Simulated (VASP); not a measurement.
# C (P-1) in VASP: single point with r2SCAN

Aim: the single point of C with r2SCAN.

All numbers are computed with VASP 6.6.1; they aren't measurements. Logs are shortened: lines on timing, memory, paths and dates and some standing lists are left out, and cuts for length are marked.

### 1 The cell of the first run

The typed cell holds 2 atoms: a = 4.148 Å, b = 3.767 Å, c = 2.456 Å, α = 80.62°, β = 63.64°, γ = 35.74°.

### 2 Single point, r2SCAN (atom 1 (C) moved by (+0.200, -0.100) A along [1 1 0] and z)

Contents of POSCAR:

```
C
1.0
    0.0000000000      2.1267565396      3.5617636613
    1.2279212041      0.0000000000      3.5617636613
    1.2279212041      2.1267565396      0.0000000000
C
2
Direct
    0.1283283881      0.8435956334      0.2715757275
    0.8332960723      0.1667039277      0.8332960723
```

Contents of INCAR.step1:

```
PREC = Accurate ; ENCUT = 520
ISMEAR = 0 ; SIGMA = 0.05
LREAL = False ; LASPH = True
NELM = 60 ; NBANDS = 11
GGA = PE ; ALGO = Normal
EDIFF = 1E-4 ; LWAVE = True
LCHARG = False
```

Contents of INCAR.step2:

```
PREC = Accurate ; ENCUT = 520
EDIFF = 1E-6 ; ISMEAR = 0
SIGMA = 0.05 ; LREAL = False
LASPH = True ; NELM = 60
ALGO = Normal ; ISIF = 2
LWAVE = False ; LCHARG = False
METAGGA = R2SCAN ; LMIXTAU = True
NBANDS = 11 ; ISTART = 1
```

Contents of KPOINTS:

```
regular mesh
0
Gamma
  14 14 14
```

Potentials or basis: VASP PAW PBE potentials, release 64 (C).

Run with:

```console
$ cat potpaw_PBE.64/C/POTCAR > POTCAR
$ cp INCAR.step1 INCAR
$ mpirun -np 1 vasp_std > vasp.out
$ cp INCAR.step2 INCAR
$ mpirun -np 1 vasp_std > vasp.out
```

OUTCAR:

```text
PREC = Accurate
   ENCUT = 520
   EDIFF = 1E-6
   ISMEAR = 0
   LREAL = False
   LASPH = True
   NELM = 60
   ISIF = 2
   METAGGA = R2SCAN
   ISTART = 1

 ion  position               nearest neighbor table
   1  0.128  0.844  0.272-   2 1.23   2 1.49   2 1.57
   2  0.833  0.167  0.833-   1 1.23   1 1.49   1 1.57

  LATTYP: Found a face centered orthorhombic cell.
 ALAT       =     2.4558424082
 B/A-ratio  =     1.7319975683
 C/A-ratio  =     2.9006451305

  Lattice vectors:

 A1 = (   0.0000000000,   2.1267565396,   3.5617636613)
 A2 = (   1.2279212041,   0.0000000000,   3.5617636613)
 A3 = (   1.2279212041,   2.1267565396,   0.0000000000)

Analysis of symmetry for initial positions (statically):
=====================================================================
 Subroutine PRICEL returns:
 Original cell was already a primitive cell.

 Routine SETGRP: Setting up the symmetry group for a
 face centered orthorhombic supercell.

 Subroutine GETGRP returns: Found  2 space group operations
 (whereof  1 operations were pure point group operations)
 out of a pool of  8 trial point group operations.

The static configuration has the point symmetry C_1 .
 The point group associated with its full space group is S_2 .

Analysis of symmetry for dynamics (positions and initial velocities):
=====================================================================
 Subroutine PRICEL returns:
 Original cell was already a primitive cell.

 Routine SETGRP: Setting up the symmetry group for a
 face centered orthorhombic supercell.

 Subroutine GETGRP returns: Found  2 space group operations
 (whereof  1 operations were pure point group operations)
 out of a pool of  8 trial point group operations.

The dynamic configuration has the point symmetry C_1 .
 The point group associated with its full space group is S_2 .

 Subroutine INISYM returns: Found  2 space group operations
 (whereof  1 operations are pure point group operations),
 and found     1 'primitive' translations

----------------------------------------------------------------------------------------

                                     Primitive cell

  volume of cell :      18.6030

  direct lattice vectors                    reciprocal lattice vectors
     0.000000000  2.126756540  3.561763661    -0.407192252  0.235099783  0.140379893
     1.227921204  0.000000000  3.561763661     0.407192252 -0.235099783  0.140379893
     1.227921204  2.126756540  0.000000000     0.407192252  0.235099783 -0.140379893

  length of vectors
     4.148403760  3.767486014  2.455785793     0.490697414  0.490697414  0.490697414

  position of ions in fractional coordinates (direct lattice)
     0.128328388  0.843595633  0.271575728
     0.833296072  0.166703928  0.833296072

  ion indices of the primitive-cell ions
   primitive index   ion index
                 1           1
                 2           2

----------------------------------------------------------------------------------------

 KPOINTS: regular mesh

Automatic generation of k-mesh.
 Grid dimensions read from file:
 generate k-points for:   14   14   14

 Generating k-lattice:

  Cartesian coordinates                     Fractional coordinates (reciprocal lattice)
    -0.029085161  0.016792842  0.010027135     0.071428571  0.000000000  0.000000000
     0.029085161 -0.016792842  0.010027135     0.000000000  0.071428571  0.000000000
     0.029085161  0.016792842 -0.010027135     0.000000000  0.000000000  0.071428571

  Length of vectors
     0.035049815  0.035049815  0.035049815

  Shift w.r.t. Gamma in fractional coordinates (k-lattice)
     0.000000000  0.000000000  0.000000000

 Subroutine IBZKPT returns following result:
 ===========================================

 Found   1376 irreducible k-points:

 Following reciprocal coordinates:
            Coordinates               Weight
  0.000000  0.000000  0.000000      1.000000
  0.071429  0.000000 -0.000000      2.000000
 -0.071429 -0.071429 -0.071429      2.000000
 -0.000000  0.000000  0.071429      2.000000
  0.000000  0.071429  0.000000      2.000000
  0.142857 -0.000000 -0.000000      2.000000
[... 16 lines left out ...]
 -0.428571 -0.428571 -0.428571      2.000000
 -0.000000 -0.000000  0.428571      2.000000
 [... further k-points ...]
   k-points           NKPTS =   1376   k-points in BZ     NKDIM =   1376   number of bands    NBANDS=     11
   number of dos      NEDOS =    301   number of ions     NIONS =      2
   total plane-waves  NPLWV =  16128
   dimension x,y,z NGX =    32 NGY =   28 NGZ =   18
   dimension x,y,z NGXF=    64 NGYF=   56 NGZF=   36
   ions per type =               2
   NGX,Y,Z   is equivalent  to a cutoff of  12.82, 12.36, 12.19 a.u.
   NGXF,Y,Z  is equivalent  to a cutoff of  25.65, 24.71, 24.37 a.u.
 SYSTEM =  unknown system
   PREC   = accura    normal or accurate (medium, high low for compatibility)
   ISTART =      1    job   : 0-new  1-cont  2-samecut
   ICHARG =      0    charge: 1-file 2-atom 10-const
   ISPIN  =      1    spin polarized calculation?
   LNONCOLLINEAR =      F non collinear calculations
   LSORBIT =      F    spin-orbit coupling
   LASPH  =      T    aspherical Exc in radial PAW
   ENCUT  =  520.0 eV  38.22 Ry    6.18 a.u.   7.71  7.01  4.57*2*pi/ulx,y,z
   NELM   =     60;   NELMIN=  2; NELMDL=  0     # of ELM steps
   EDIFF  = 0.1E-05   stopping-criterion for ELM
   LREAL  =      F    real-space projection
   EDIFFG = 0.1E-04   stopping-criterion for IOM
   NSW    =      0    number of steps for IOM
   IBRION =     -1    ionic relax: 0-MD 1-quasi-New 2-CG
   NFREE  =      0    steps in history (QN), initial steepest desc. (CG)
   ISIF   =      2    stress and relaxation
   ISYM   =      2    0-nonsym 1-usesym 2-fastsym
   POTIM  = 0.5000    time-step for ionic-motion
   TEBEG  =    0.0;   TEEND  =   0.0 temperature during run
   PSTRESS=    0.0 pullay stress
   NELECT =       8.0000    total number of electrons
   NUPDOWN=      -1.0000    fix difference up-down
   EMIN   =  10.00;   EMAX   =-10.00  energy-range for DOS
   EFERMI =   0.00;   METHOD = LEGACY
   ISMEAR =     0;   SIGMA  =   0.05  broadening in eV -4-tet -1-fermi 0-gaus
   EFERMI_NEDOS =   21; number of points for ismear=-14 and -15
   IALGO  =     38    algorithm
   IMIX   =      4    mixing-type and parameters
     AMIX     =   0.40;   BMIX     =  1.00
     AMIX_MAG =   1.60;   BMIX_MAG =  1.00
  volume/ion in A,a.u.               =       9.30        62.77
  Fermi-wavevector in a.u.,A,eV,Ry     =   1.235692  2.335120 20.775221  1.526936
  Thomas-Fermi vector in A             =   2.370331
   LORBIT       =      0    0 simple, 1 ext, 2 COOP (PROOUT), +10 PAW based schemes
   METAGGA = R2SCAN    functional components
   LHFCALC =     F    Hartree Fock is set to
   AEXX    =    0.0000 exact exchange contribution
   IVDW    =     0    specifies the selected vdW correction
   LEPSILON=     F    determine dielectric tensor
   LRPA    =     F    only Hartree local field effects (RPA)
 non-spin polarized calculation
 Gauss-broadening in eV      SIGMA  =   0.05
  energy-cutoff  :      520.00
  volume of cell :       18.60
 maximum number of plane-waves:       522
   NGX = 15   NGY = 13   NGZ =  9

 number of electron       8.0000000 magnetization

 Free energy of the ion-electron system (eV)
  ---------------------------------------------------
  ext. energy  EPLUGINS =         0.00000000
  ---------------------------------------------------
  free energy    TOTEN  =       -18.56170547 eV

  energy without entropy =      -18.56155145  energy(sigma->0) =      -18.56162846

 E-fermi :   3.8462     XC(G=0): -10.6839

 val. band max:        3.8174141994   @ k =  -0.2143  -0.0714   0.4286
 cond. band min:       3.8617160879   @ k =   0.3571   0.3571   0.5000
 fundamental gap:      0.0443018886
 Fermi energy:         3.8461563108

 k-point     1 :       0.0000    0.0000    0.0000
  band No.  band energies     occupation
      1     -16.8113      2.00000
      2      -3.2834      2.00000
      3      -1.7463      2.00000
      4       4.4049      0.00000
      5       7.9405      0.00000
      6       8.9711      0.00000
      7      15.4433      0.00000
      8      17.0632      0.00000
      9      18.9803      0.00000
     10      27.8052      0.00000
     11      28.1765      0.00000

 k-point     2 :       0.0714    0.0000   -0.0000
  band No.  band energies     occupation
      1     -16.6830      2.00000
      2      -3.1653      2.00000
      3      -2.0051      2.00000
      4       3.7831      1.92556
      5       8.1146      0.00000
      6       9.1790      0.00000
      7      16.0543      0.00000
      8      16.6276      0.00000
      9      19.0920      0.00000
     10      27.6090      0.00000
     11      28.2610      0.00000

 k-point     3 :      -0.0714   -0.0714   -0.0714
  band No.  band energies     occupation
      1     -16.6862      2.00000
      2      -3.1532      2.00000
      3      -2.0729      2.00000
      4       3.6623      2.00000
      5       8.1391      0.00000
      6       9.9550      0.00000
      7      15.2968      0.00000
      8      16.4550      0.00000
      9      19.0901      0.00000
     10      28.2727      0.00000
     11      28.4308      0.00000
[... 267 lines left out ...]
 k-point    23 :      -0.4286   -0.4286   -0.4286
  band No.  band energies     occupation
      1     -12.5944      2.00000
      2      -9.1910      2.00000
      3      -1.3348      2.00000
      4       1.6024      2.00000
      5       5.3853      0.00000
      6      12.6057      0.00000
      7      15.0261      0.00000
      8      19.1015      0.00000
      9      22.6767      0.00000
     10      24.4484      0.00000
     11      26.4769      0.00000

 k-point    24 :      -0.0000   -0.0000    0.4286
  band No.  band energies     occupation
      1     -12.5937      2.00000
      2      -9.1901      2.00000
      3      -1.3355      2.00000
      4       1.5915      2.00000
      5       5.3923      0.00000
      6      12.6170      0.00000
      7      14.9891      0.00000
      8      19.1033      0.00000
      9      22.5121      0.00000
     10      24.6143      0.00000
     11      26.6661      0.00000

 [... further k-points ...]

------------------------ aborting loop because EDIFF is reached ----------------------------------------

  FORCE on cell =-STRESS in cart. coord.  units (eV):
  Direction    XX          YY          ZZ          XY          YZ          ZX
  --------------------------------------------------------------------------------------
  -------------------------------------------------------------------------------------
  Total        5.6755166      1.5468108     -0.1469752      2.5408721      0.7702387      1.0569829
  in kB      488.8015907    133.2184606    -12.6581823    218.8315876     66.3365000     91.0322273
  external PRESSURE =     203.1206230 kB  Pullay stress =       0.0000000 kB

 VOLUME and BASIS-vectors are now :
 -----------------------------------------------------------------------------
  energy-cutoff  :      520.00
  volume of cell :       18.60
      direct lattice vectors                 reciprocal lattice vectors
     0.000000000  2.126756540  3.561763661    -0.407192252  0.235099783  0.140379893
     1.227921204  0.000000000  3.561763661     0.407192252 -0.235099783  0.140379893
     1.227921204  2.126756540  0.000000000     0.407192252  0.235099783 -0.140379893

 POSITION                                       TOTAL-FORCE (eV/Angst)
 -----------------------------------------------------------------------------------
      1.36934      0.85050      3.46176       -10.497678     -7.670530      1.204676
      1.22792      3.54444      3.56176        10.497678      7.670530     -1.204676
 -----------------------------------------------------------------------------------
    total drift:                                0.000007      0.000005     -0.000012

  FREE ENERGIE OF THE ION-ELECTRON SYSTEM (eV)
  ---------------------------------------------------
  free  energy   TOTEN  =       -18.5617054651 eV

  energy  without entropy=      -18.5615514547  energy(sigma->0) =      -18.56162846
```

Wall time 21 min (1 thread of AMD EPYC 7R13 (Zen 3), shared host); peak memory 0.3 GiB.

What came out:

* Free energy: -18.5617 eV
* Pressure: 20.3 GPa
* Largest force: 13.057 eV/Å
* Band gap on the k mesh: zero (band 4 reaches 4.41 eV, above the bottom of band 5 at 3.44 eV)

Forces in eV/Å, atoms in the order of the input:
```
C   -10.498  -7.671   1.205
C    10.498   7.671  -1.205
```

Levels at points of the mesh, in eV from the Fermi level:
```
           k point  band 1  band 2  band 3  band 4  band 5  band 6  band 7  band 8
(0.00, 0.00, 0.00)  -20.66   -7.13   -5.59    0.56    4.09    5.12   11.60   13.22
(0.50, 0.00, 0.00)  -15.70  -13.19   -6.06   -2.79    2.58    6.19   13.66   13.91
(0.50, 0.50, 0.50)  -15.55  -14.07   -5.34   -0.54   -0.41    8.67   12.76   13.82
(0.00, 0.00, 0.50)  -15.55  -14.07   -5.34   -0.78   -0.16    8.69   12.72   13.73
(0.00, 0.50, 0.00)  -15.70  -13.19   -6.06   -2.91    3.01    6.22   12.30   14.22
(0.50, 0.50, 0.00)  -20.48   -8.59   -5.59    0.57    5.14    9.73   11.63   12.43
(0.50, 0.00, 0.50)  -15.84  -12.61   -7.13   -2.83    4.59    6.89   11.66   12.22
(0.00, 0.50, 0.50)  -15.72  -12.49   -7.14   -3.77    3.07    6.68   14.04   16.88
```

Caveat: the cell differs from its parent crystal (atom 1 (C) moved by (+0.200, -0.100) A along [1 1 0] and z); the PAW data sets were made with another functional, which shifts forces and pressure a little.
